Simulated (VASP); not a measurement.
# H3C8 in VASP: notebook, part 2 of 2

VASP 6.6.1. The steps go on from the part before.

**3. Single point, PBE**

INCAR reads:

```
SYSTEM = H3C8
PREC = Accurate
ENCUT = 520
EDIFF = 1E-6
ISMEAR = -1
SIGMA = 0.05
LREAL = Auto
LASPH = .TRUE.
NELM = 80
ALGO = Normal
ISIF = 2
LWAVE = .FALSE.
LCHARG = .FALSE.
GGA = PE
NBANDS = 52
```

KPOINTS reads:

```
Automatic mesh
0
G
  2 2 1
  0 0 0
```

POSCAR reads:

```
H3C8
1.0
    5.0487420000      0.0000000000      0.0000000000
    2.5243710000      4.3723390000      0.0000000000
    0.0000000000      0.0000000000     16.7764260000
H C
6 16
Direct
    0.1666721879      0.1666613682      0.0596074516
    0.6666779319      0.1666613682      0.0596074516
    0.1666715721      0.6666683439      0.0596074516
    0.6666575092      0.6666683439      0.0596074516
    0.0124918900      0.4823505222      0.3484293973
    0.5208341331      0.4656775241      0.3497109575
    0.1666721879      0.1666613682      0.1251756483
    0.6666779319      0.1666613682      0.1251756483
    0.1666715721      0.6666683439      0.1251756483
    0.6666575092      0.6666683439      0.1251756483
   -0.1666613682      0.3333227364      0.1558913680
    0.3333443758      0.3333227364      0.1558913680
   -0.1666619840      0.8333297121      0.1558913680
    0.3333437600      0.8333297121      0.1558913680
   -0.1624310443      0.3250205439      0.2538383324
    0.3372761150      0.3269645835      0.2505003151
   -0.1656610238      0.8334669384      0.2556444382
    0.3354659439      0.8338786174      0.2569021554
    0.0109898911     -0.0043912423      0.2770017881
    0.4998575221     -0.0008919711      0.2723345246
   -0.0054712682      0.5024313074      0.2844706018
    0.5044714341      0.4942434701      0.2828612006
```

Potentials or basis: VASP PAW PBE potentials, release 64 (H, C).

The run is started by

```bash
$ cat potpaw_PBE.64/H/POTCAR potpaw_PBE.64/C/POTCAR > POTCAR
$ mpirun -np 1 vasp_std > vasp.out
```

Run time: 2.2 min. Hardware: 1 thread of Intel Xeon 6975P-C (Granite Rapids), shared host; peak memory 0.46 GiB.

Results (log left out):

```
Free energy            : -162.9059 eV
Largest force          : 2.681 eV/Å
Band gap on the k mesh : zero (band 35 reaches 0.30 eV, above the bottom of band 36 at 0.11 eV)
```

Forces on the atoms (eV/Å):
```
H    0.004 -0.042 -0.220
H   -0.001 -0.023 -0.224
H    0.018  0.014 -0.382
H   -0.003  0.019 -0.365
H   -0.009  0.235  0.726
H   -0.197  0.491 -0.701
C   -0.061 -0.015  1.922
C    0.067 -0.026  1.879
C   -0.009 -0.013  1.802
C    0.010 -0.052  1.908
C    0.072  0.004 -0.295
C   -0.036  0.207 -0.814
C    0.087 -0.111 -1.000
C    0.051 -0.074 -1.268
C    0.427  0.726 -0.609
C   -0.455  1.077  0.767
C    0.322  0.295  0.210
C    0.141 -0.602 -0.141
C   -1.828  0.358 -0.839
C    0.752 -0.040 -0.424
C    0.818 -1.489 -2.075
C   -0.169 -0.941  0.143
```

Levels at points of the mesh, in eV from the Fermi level:
```csv
k point,band 32,band 33,band 34,band 35,band 36,band 37
"(0.00, 0.00, 0.00)",-2.50,-1.54,-1.36,-0.41,-0.16,2.01
"(0.50, 0.00, 0.00)",-3.64,-3.30,-3.15,0.03,0.07,3.31
"(0.50, 0.50, 0.00)",-3.69,-3.32,-3.15,0.03,0.08,3.32
"(0.00, 0.50, 0.00)",-3.47,-3.22,-2.82,-0.24,0.33,3.33
```

Caveat: the k points lie up to 0.72 Å⁻¹ apart.

**4. Single point, PBE**

INCAR reads:

```
PREC = Accurate ; ENCUT = 520
EDIFF = 1E-7 ; ISMEAR = -1
SIGMA = 0.05 ; LREAL = Auto
LASPH = T ; NELM = 100
ALGO = Normal ; ISIF = 2
LWAVE = F ; LCHARG = F
GGA = PE ; NBANDS = 52
```

KPOINTS reads:

```
Automatic mesh
0
Gamma
  2 2 1
```

POSCAR reads:

```
H3C8
1.0
    5.0487420000      0.0000000000      0.0000000000
    2.5243710000      4.3723390000      0.0000000000
    0.0000000000      0.0000000000     16.7764260000
H C
6 16
Direct
    0.1666721879      0.1666613682      0.0596074516
    0.6666779319      0.1666613682      0.0596074516
    0.1666715721      0.6666683439      0.0596074516
    0.6666575092      0.6666683439      0.0596074516
   -0.0004209727      0.4892804515      0.3521548630
    0.5081358467      0.4815271643      0.3479644592
    0.1666721879      0.1666613682      0.1251756483
    0.6666779319      0.1666613682      0.1251756483
    0.1666715721      0.6666683439      0.1251756483
    0.6666575092      0.6666683439      0.1251756483
   -0.1666613682      0.3333227364      0.1558913680
    0.3333443758      0.3333227364      0.1558913680
   -0.1666619840      0.8333297121      0.1558913680
    0.3333437600      0.8333297121      0.1558913680
   -0.1698486826      0.3269417124      0.2509533318
    0.3295757116      0.3271932940      0.2472874735
   -0.1712698847      0.8347019753      0.2587619079
    0.3386450204      0.8275204644      0.2534687662
    0.0127592903     -0.0139513427      0.2724477788
    0.4913435699     -0.0069985424      0.2750228207
   -0.0153418842      0.4960274123      0.2827717894
    0.5052929023      0.4791714458      0.2845063663
```

The run is started by

```bash
$ cat potpaw_PBE.64/H/POTCAR potpaw_PBE.64/C/POTCAR > POTCAR
$ mpirun -np 1 vasp_std > vasp.out
```

Wall time 2.3 min (1 thread of Intel Xeon 6975P-C (Granite Rapids), shared host); peak memory 0.47 GiB.

Results (log left out):

```
Free energy            : -162.6164 eV
Largest force          : 3.607 eV/Å
Band gap on the k mesh : zero (band 35 reaches 0.33 eV, above the bottom of band 36 at 0.26 eV)
```

Forces on the atoms (eV/Å):
```
H   -0.030 -0.036 -0.204
H   -0.015 -0.042 -0.189
H   -0.080  0.034 -0.321
H    0.072  0.013 -0.351
H   -0.137 -0.212 -1.690
H   -0.198 -0.121  1.065
C   -0.037 -0.034  1.649
C    0.056 -0.061  1.752
C    0.101  0.037  1.670
C   -0.112 -0.002  1.723
C   -0.259  0.161 -0.649
C   -0.189  0.221 -1.149
C   -0.042  0.283 -1.094
C    0.046 -0.630 -1.380
C    0.223 -0.981  0.513
C   -0.472 -0.248  3.013
C   -0.441 -0.432 -0.350
C   -1.088 -1.575  0.183
C   -1.590  1.379 -0.408
C    2.178  1.408 -0.909
C    2.381 -0.381  0.501
C   -0.365  1.218 -3.376
```

Levels at points of the mesh, in eV from the Fermi level:
```
           k point  band 33  band 34  band 35  band 36  band 37  band 38
(0.00, 0.00, 0.00)    -1.49    -1.25    -0.42    -0.07     1.95     2.77
(0.50, 0.00, 0.00)    -3.28    -2.96    -0.04     0.18     3.24     3.26
(0.50, 0.50, 0.00)    -3.11    -2.94     0.01     0.18     3.25     3.25
(0.00, 0.50, 0.00)    -3.46    -2.80    -0.29     0.38     3.25     3.26
```

Caveat: the k points lie up to 0.72 Å⁻¹ apart.

**5. Single point, PBE**

INCAR reads:

```
SYSTEM = H3C8
PREC = Accurate
ENCUT = 520
EDIFF = 1E-7
ISMEAR = -1
SIGMA = 0.05
LREAL = Auto
LASPH = .TRUE.
NELM = 80
ALGO = Normal
ISIF = 2
LWAVE = .FALSE.
LCHARG = .FALSE.
GGA = PE
NBANDS = 52
```

KPOINTS reads:

```
Automatic mesh
0
G
  2 2 1
  0 0 0
```

POSCAR reads:

```
H3C8
1.0
    5.0487420000      0.0000000000      0.0000000000
    2.5243710000      4.3723390000      0.0000000000
    0.0000000000      0.0000000000     16.7764260000
H C
6 16
Direct
    0.1666721879      0.1666613682      0.0596074516
    0.6666779319      0.1666613682      0.0596074516
    0.1666715721      0.6666683439      0.0596074516
    0.6666575092      0.6666683439      0.0596074516
   -0.0405873357      0.5578478704      0.3405492922
    0.4934577018      0.5198361792      0.3423255943
    0.1666721879      0.1666613682      0.1251756483
    0.6666779319      0.1666613682      0.1251756483
    0.1666715721      0.6666683439      0.1251756483
    0.6666575092      0.6666683439      0.1251756483
   -0.1666613682      0.3333227364      0.1558913680
    0.3333443758      0.3333227364      0.1558913680
   -0.1666619840      0.8333297121      0.1558913680
    0.3333437600      0.8333297121      0.1558913680
   -0.1588934515      0.3359300365      0.2460714815
    0.3293695343      0.3326366048      0.2456661508
   -0.1588371097      0.8364173043      0.2482709965
    0.3500672028      0.8304250883      0.2494810277
    0.0148156152      0.0060608292      0.2633337995
    0.5073836939      0.0085766451      0.2705641833
   -0.0069837943      0.5198361792      0.2765726145
    0.5159532572      0.4965534466      0.2762388127
```

The run is started by

```bash
$ cat potpaw_PBE.64/H/POTCAR potpaw_PBE.64/C/POTCAR > POTCAR
$ mpirun -np 1 vasp_std > vasp.out
```

Wall time 2.1 min (1 thread of Intel Xeon 6975P-C (Granite Rapids), shared host); peak memory 0.47 GiB.

It converged, with:

```
Free energy            : -162.4305 eV
Largest force          : 3.393 eV/Å
Band gap on the k mesh : zero (band 35 reaches 0.32 eV, above the bottom of band 36 at 0.24 eV)
```

Forces in eV/Å, atoms in the order of the input:
```
H    0.003 -0.023 -0.166
H    0.019  0.041 -0.152
H    0.060  0.026 -0.277
H    0.023  0.006 -0.316
H    0.264 -0.974  0.609
H    0.198 -0.685 -0.332
C    0.015 -0.031  0.956
C   -0.044 -0.075  1.236
C   -0.029 -0.053  0.967
C    0.058 -0.009  0.876
C    0.307  0.501 -2.437
C   -0.210  0.374 -2.105
C    0.188  0.126 -2.301
C    0.368  0.076 -2.175
C    0.072  0.388  1.394
C    2.106  1.125  2.410
C    0.268  2.627 -0.339
C   -0.149  1.367  0.622
C   -1.050 -1.496  1.104
C   -0.743 -1.063 -0.078
C    0.445 -2.511 -0.091
C   -2.167  0.263  0.596
```

Levels at points of the mesh, in eV from the Fermi level:
| k point | band 33 | band 34 | band 35 | band 36 | band 37 | band 38 |
| --- | --- | --- | --- | --- | --- | --- |
| (0.00, 0.00, 0.00) | -1.58 | -1.20 | -0.39 | -0.07 | 1.98 | 2.86 |
| (0.50, 0.00, 0.00) | -3.24 | -2.96 | 0.02 | 0.10 | 3.29 | 3.29 |
| (0.50, 0.50, 0.00) | -3.30 | -3.14 | 0.00 | 0.08 | 3.28 | 3.29 |
| (0.00, 0.50, 0.00) | -3.20 | -2.78 | -0.19 | 0.35 | 3.29 | 3.30 |

Caveat: the k points lie up to 0.72 Å⁻¹ apart.
